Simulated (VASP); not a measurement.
# InGa5P6 (P-4m2) in VASP: single point with LDA

Aim: the single point of InGa5P6 with LDA.

Everything below comes from runs of VASP 6.6.1. Logs are shortened: lines on timing, memory, paths and dates and some standing lists are left out, and cuts for length are marked.

**1. The cell of the first run**

It takes space group P-4m2 (No. 115, tetragonal). Conventional cell: a = 3.941 Å, b = 3.941 Å, c = 16.797 Å, α = 90.00°, β = 90.00°, γ = 90.00°. Within 3.3 Å of In (site symmetry -4m2) lie 4 P at 2.54 Å. Ga (site symmetry 2mm) has 4 P at 2.39 to 2.40 Å within 3.2 Å. Within 3.2 Å of Ga (site symmetry 2mm) lie 4 P at 2.40 Å. Ga (site symmetry -4m2) has 4 P at 2.40 Å within 3.2 Å. P (site symmetry 2mm) has 2 Ga at 2.39 Å and 2 In at 2.54 Å within 3.2 Å. Within 3.2 Å of P (site symmetry 2mm) lie 4 Ga at 2.40 Å. Within 3.2 Å of P (site symmetry 2mm) lie 4 Ga at 2.40 Å.

**2. Single point, LDA**

The input, INCAR:

```
SYSTEM = InGa5P6
PREC = Accurate
ENCUT = 520
EDIFF = 1E-6
ISMEAR = 0
SIGMA = 0.02
LREAL = .False.
LASPH = .True.
NELM = 100
ALGO = Normal
ISIF = 2
LWAVE = .False.
LCHARG = .True.
GGA = CA
LELF = .True.
LVHAR = .True.
NBANDS = 66
```

The input, KPOINTS:

```
regular mesh
0
Gamma
  8 8 2
  0 0 0
```

The input, POSCAR:

```
InGa5P6
1.0
    3.9406925254      0.0000000000      0.0000000000
    0.0000000000      3.9406925254      0.0000000000
    0.0000000000      0.0000000000     16.7971378696
In Ga P
1 5 6
Direct
    0.5000000000      0.5000000000      0.5000000000
    0.0000000000      0.0000000000      0.6754849555
    0.0000000000      0.0000000000      0.3245150445
    0.5000000000      0.5000000000      0.1621912644
    0.0000000000      0.0000000000      0.0000000000
    0.5000000000      0.5000000000      0.8378087356
    0.5000000000      0.0000000000      0.4048238610
    0.0000000000      0.5000000000      0.2432938610
    0.5000000000      0.0000000000      0.0810859953
    0.0000000000      0.5000000000      0.9189140047
    0.5000000000      0.0000000000      0.7567061390
    0.0000000000      0.5000000000      0.5951761390
```

Potentials or basis: VASP PAW LDA potentials, release 64 (In_d, Ga_d, P).

Started as:

```bash
> cat potpaw_LDA.64/In_d/POTCAR potpaw_LDA.64/Ga_d/POTCAR potpaw_LDA.64/P/POTCAR > POTCAR
> mpirun -np 1 vasp_std > vasp.out
```

OUTCAR:

```text
SYSTEM = InGa5P6
   PREC = Accurate
   ENCUT = 520
   EDIFF = 1E-6
   ISMEAR = 0
   LREAL = .False.
   LASPH = .True.
   NELM = 100
   ISIF = 2
   GGA = CA

 ion  position               nearest neighbor table
   1  0.500  0.500  0.500-   7 2.54  12 2.54   7 2.54  12 2.54
   2  0.000  0.000  0.675-  12 2.39  12 2.39  11 2.40  11 2.40
   3  0.000  0.000  0.325-   7 2.39   7 2.39   8 2.40   8 2.40
   4  0.500  0.500  0.162-   8 2.40   8 2.40   9 2.40   9 2.40
   5  0.000  0.000  0.000-   9 2.40  10 2.40  10 2.40   9 2.40
   6  0.500  0.500  0.838-  11 2.40  11 2.40  10 2.40  10 2.40
   7  0.500  0.000  0.405-   3 2.39   3 2.39   1 2.54   1 2.54
   8  0.000  0.500  0.243-   4 2.40   4 2.40   3 2.40   3 2.40
   9  0.500  0.000  0.081-   5 2.40   5 2.40   4 2.40   4 2.40
  10  0.000  0.500  0.919-   5 2.40   5 2.40   6 2.40   6 2.40
  11  0.500  0.000  0.757-   6 2.40   6 2.40   2 2.40   2 2.40
  12  0.000  0.500  0.595-   2 2.39   2 2.39   1 2.54   1 2.54

  LATTYP: Found a simple tetragonal cell.
 ALAT       =     3.9406925254
 C/A-ratio  =     4.2624837541

  Lattice vectors:

 A1 = (   3.9406925254,   0.0000000000,   0.0000000000)
 A2 = (   0.0000000000,   3.9406925254,   0.0000000000)
 A3 = (   0.0000000000,   0.0000000000,  16.7971378696)

Analysis of symmetry for initial positions (statically):
=====================================================================
 Subroutine PRICEL returns:
 Original cell was already a primitive cell.

 Routine SETGRP: Setting up the symmetry group for a
 simple tetragonal supercell.

 Subroutine GETGRP returns: Found  8 space group operations
 (whereof  8 operations were pure point group operations)
 out of a pool of 16 trial point group operations.

The static configuration has the point symmetry D_2d.

Analysis of symmetry for dynamics (positions and initial velocities):
=====================================================================
 Subroutine PRICEL returns:
 Original cell was already a primitive cell.

 Routine SETGRP: Setting up the symmetry group for a
 simple tetragonal supercell.

 Subroutine GETGRP returns: Found  8 space group operations
 (whereof  8 operations were pure point group operations)
 out of a pool of 16 trial point group operations.

The dynamic configuration has the point symmetry D_2d.

 Subroutine INISYM returns: Found  8 space group operations
 (whereof  8 operations are pure point group operations),
 and found     1 'primitive' translations

----------------------------------------------------------------------------------------

                                     Primitive cell

  volume of cell :     260.8437

  direct lattice vectors                    reciprocal lattice vectors
     3.940692525  0.000000000  0.000000000     0.253762503  0.000000000  0.000000000
     0.000000000  3.940692525  0.000000000     0.000000000  0.253762503  0.000000000
     0.000000000  0.000000000 16.797137870     0.000000000  0.000000000  0.059533952

  length of vectors
     3.940692525  3.940692525 16.797137870     0.253762503  0.253762503  0.059533952

  position of ions in fractional coordinates (direct lattice)
     0.500000000  0.500000000  0.500000000
     0.000000000  0.000000000  0.675484955
     0.000000000  0.000000000  0.324515045
     0.500000000  0.500000000  0.162191264
     0.000000000  0.000000000  0.000000000
     0.500000000  0.500000000  0.837808736
     0.500000000  0.000000000  0.404823861
     0.000000000  0.500000000  0.243293861
     0.500000000  0.000000000  0.081085995
     0.000000000  0.500000000  0.918914005
     0.500000000  0.000000000  0.756706139
     0.000000000  0.500000000  0.595176139

  ion indices of the primitive-cell ions
   primitive index   ion index
                 1           1
                 2           2
                 3           3
                 4           4
                 5           5
                 6           6
                 7           7
                 8           8
                 9           9
                10          10
                11          11
                12          12

----------------------------------------------------------------------------------------

 KPOINTS: regular mesh

Automatic generation of k-mesh.
 Grid dimensions read from file:
 generate k-points for:    8    8    2

 Generating k-lattice:

  Cartesian coordinates                     Fractional coordinates (reciprocal lattice)
     0.031720313  0.000000000  0.000000000     0.125000000  0.000000000  0.000000000
     0.000000000  0.031720313  0.000000000     0.000000000  0.125000000  0.000000000
     0.000000000  0.000000000  0.029766976     0.000000000  0.000000000  0.500000000

  Length of vectors
     0.031720313  0.031720313  0.029766976

  Shift w.r.t. Gamma in fractional coordinates (k-lattice)
     0.000000000  0.000000000  0.000000000

 Subroutine IBZKPT returns following result:
 ===========================================

 Found     30 irreducible k-points:

 Following reciprocal coordinates:
            Coordinates               Weight
  0.000000  0.000000  0.000000      1.000000
  0.125000  0.000000  0.000000      4.000000
  0.250000  0.000000  0.000000      4.000000
  0.375000  0.000000  0.000000      4.000000
  0.500000  0.000000  0.000000      2.000000
  0.125000  0.125000  0.000000      4.000000
[... 16 lines left out ...]
  0.375000  0.125000  0.500000      8.000000
  0.500000  0.125000  0.500000      4.000000
 [... further k-points ...]
   k-points           NKPTS =     30   k-points in BZ     NKDIM =     30   number of bands    NBANDS=     66
   number of dos      NEDOS =    301   number of ions     NIONS =     12
   total plane-waves  NPLWV = 113400
   dimension x,y,z NGX =    30 NGY =   30 NGZ =  126
   dimension x,y,z NGXF=    60 NGYF=   60 NGZF=  252
   ions per type =               1   5   6
   NGX,Y,Z   is equivalent  to a cutoff of  12.66, 12.66, 12.47 a.u.
   NGXF,Y,Z  is equivalent  to a cutoff of  25.31, 25.31, 24.94 a.u.
 SYSTEM =  InGa5P6
   PREC   = accura    normal or accurate (medium, high low for compatibility)
   ISTART =      0    job   : 0-new  1-cont  2-samecut
   ICHARG =      2    charge: 1-file 2-atom 10-const
   ISPIN  =      1    spin polarized calculation?
   LNONCOLLINEAR =      F non collinear calculations
   LSORBIT =      F    spin-orbit coupling
   LASPH  =      T    aspherical Exc in radial PAW
   ENCUT  =  520.0 eV  38.22 Ry    6.18 a.u.   7.33  7.33 31.23*2*pi/ulx,y,z
   NELM   =    100;   NELMIN=  2; NELMDL= -5     # of ELM steps
   EDIFF  = 0.1E-05   stopping-criterion for ELM
   LREAL  =      F    real-space projection
   EDIFFG = 0.1E-04   stopping-criterion for IOM
   NSW    =      0    number of steps for IOM
   IBRION =     -1    ionic relax: 0-MD 1-quasi-New 2-CG
   NFREE  =      0    steps in history (QN), initial steepest desc. (CG)
   ISIF   =      2    stress and relaxation
   ISYM   =      2    0-nonsym 1-usesym 2-fastsym
   POTIM  = 0.5000    time-step for ionic-motion
   TEBEG  =    0.0;   TEEND  =   0.0 temperature during run
   PSTRESS=    0.0 pullay stress
   NELECT =     108.0000    total number of electrons
   NUPDOWN=      -1.0000    fix difference up-down
   EMIN   =  10.00;   EMAX   =-10.00  energy-range for DOS
   EFERMI =   0.00;   METHOD = LEGACY
   ISMEAR =     0;   SIGMA  =   0.02  broadening in eV -4-tet -1-fermi 0-gaus
   EFERMI_NEDOS =   21; number of points for ismear=-14 and -15
   IALGO  =     38    algorithm
   IMIX   =      4    mixing-type and parameters
     AMIX     =   0.40;   BMIX     =  1.00
     AMIX_MAG =   1.60;   BMIX_MAG =  1.00
  volume/ion in A,a.u.               =      21.74       146.69
  Fermi-wavevector in a.u.,A,eV,Ry     =   1.220176  2.305799 20.256768  1.488830
  Thomas-Fermi vector in A             =   2.355403
   LORBIT       =      0    0 simple, 1 ext, 2 COOP (PROOUT), +10 PAW based schemes
   GGA     = CA    functional components
   LHFCALC =     F    Hartree Fock is set to
   AEXX    =    0.0000 exact exchange contribution
   IVDW    =     0    specifies the selected vdW correction
   LEPSILON=     F    determine dielectric tensor
   LRPA    =     F    only Hartree local field effects (RPA)
 non-spin polarized calculation
 Gauss-broadening in eV      SIGMA  =   0.02
  energy-cutoff  :      520.00
  volume of cell :      260.84
 maximum number of plane-waves:      7086
 NGX is ok and might be reduce to    30
   NGX = 15   NGY = 15   NGZ = 63

 number of electron     107.9999979 magnetization

 Free energy of the ion-electron system (eV)
  ---------------------------------------------------
  ext. energy  EPLUGINS =         0.00000000
  ---------------------------------------------------
  free energy    TOTEN  =       -61.53358996 eV

  energy without entropy =      -61.53358996  energy(sigma->0) =      -61.53358996

 E-fermi :   4.4695     XC(G=0):  -9.9214

 val. band max:        4.3310330663   @ k =   0.0000   0.0000   0.0000
 cond. band min:       5.3819374254   @ k =   0.0000   0.0000   0.0000
 fundamental gap:      1.0509043592
 Fermi energy:         4.4695210278

 k-point     1 :       0.0000    0.0000    0.0000
  band No.  band energies     occupation
      1     -10.4640      2.00000
      2     -10.4532      2.00000
      3     -10.4327      2.00000
      4     -10.4023      2.00000
      5     -10.3770      2.00000
      6     -10.3739      2.00000
[... 58 lines left out ...]
     65       7.6409      0.00000
     66       8.1428      0.00000

 k-point     2 :       0.1250    0.0000    0.0000
  band No.  band energies     occupation
      1     -10.4599      2.00000
      2     -10.4501      2.00000
      3     -10.4308      2.00000
      4     -10.4029      2.00000
      5     -10.3832      2.00000
      6     -10.3781      2.00000
[... 1576 lines left out ...]
     65       8.6587      0.00000
     66       8.7681      0.00000

 [... further k-points ...]

------------------------ aborting loop because EDIFF is reached ----------------------------------------

  FORCE on cell =-STRESS in cart. coord.  units (eV):
  Direction    XX          YY          ZZ          XY          YZ          ZX
  --------------------------------------------------------------------------------------
  -------------------------------------------------------------------------------------
  Total       -7.6206157     -7.6206157     -7.6880887      0.0000000      0.0000000      0.0000000
  in kB      -46.8080187    -46.8080187    -47.2224573      0.0000000      0.0000000      0.0000000
  external PRESSURE =     -46.9461649 kB  Pullay stress =       0.0000000 kB

 VOLUME and BASIS-vectors are now :
 -----------------------------------------------------------------------------
  energy-cutoff  :      520.00
  volume of cell :      260.84
      direct lattice vectors                 reciprocal lattice vectors
     3.940692525  0.000000000  0.000000000     0.253762503  0.000000000  0.000000000
     0.000000000  3.940692525  0.000000000     0.000000000  0.253762503  0.000000000
     0.000000000  0.000000000 16.797137870     0.000000000  0.000000000  0.059533952

 POSITION                                       TOTAL-FORCE (eV/Angst)
 -----------------------------------------------------------------------------------
      1.97035      1.97035      8.39857        -0.000000      0.000000     -0.000000
      0.00000      0.00000     11.34621         0.000000     -0.000000     -0.003208
      0.00000      0.00000      5.45092         0.000000     -0.000000      0.003208
      1.97035      1.97035      2.72435         0.000000     -0.000000      0.000674
      0.00000      0.00000      0.00000         0.000000     -0.000000     -0.000000
      1.97035      1.97035     14.07279         0.000000     -0.000000     -0.000674
      1.97035      0.00000      6.79988         0.000000     -0.000000      0.034194
      0.00000      1.97035      4.08664         0.000000     -0.000000     -0.001047
      1.97035      0.00000      1.36201         0.000000     -0.000000     -0.000376
      0.00000      1.97035     15.43513         0.000000     -0.000000      0.000376
      1.97035      0.00000     12.71050         0.000000     -0.000000      0.001047
      0.00000      1.97035      9.99726         0.000000     -0.000000     -0.034194
 -----------------------------------------------------------------------------------
    total drift:                                0.000000      0.000000      0.000000

  FREE ENERGIE OF THE ION-ELECTRON SYSTEM (eV)
  ---------------------------------------------------
  free  energy   TOTEN  =       -61.5335899581 eV

  energy  without entropy=      -61.5335899581  energy(sigma->0) =      -61.53358996
```

Run time: 8.7 min. Hardware: 1 thread of Intel Xeon Platinum 8375C at 2.90GHz (Ice Lake), shared host; peak memory 0.53 GiB.

Results:

| Quantity | Value |
| --- | --- |
| Free energy | -61.5336 eV |
| Pressure | -4.7 GPa |
| Largest force | 0.034 eV/Å |
| Band gap on the k mesh | 1.05 eV |

Forces in eV/Å, atoms in the order of the input:
```
In   0.000  0.000  0.000
Ga   0.000  0.000 -0.003
Ga   0.000  0.000  0.003
Ga   0.000  0.000  0.001
Ga   0.000  0.000  0.000
Ga   0.000  0.000 -0.001
P    0.000  0.000  0.034
P    0.000  0.000 -0.001
P    0.000  0.000  0.000
P    0.000  0.000  0.000
P    0.000  0.000  0.001
P    0.000  0.000 -0.034
```

Caveat: the cell stands under tension; spin-orbit coupling is left out, which moves the levels of the heavy elements. A k mesh can miss the band edges.
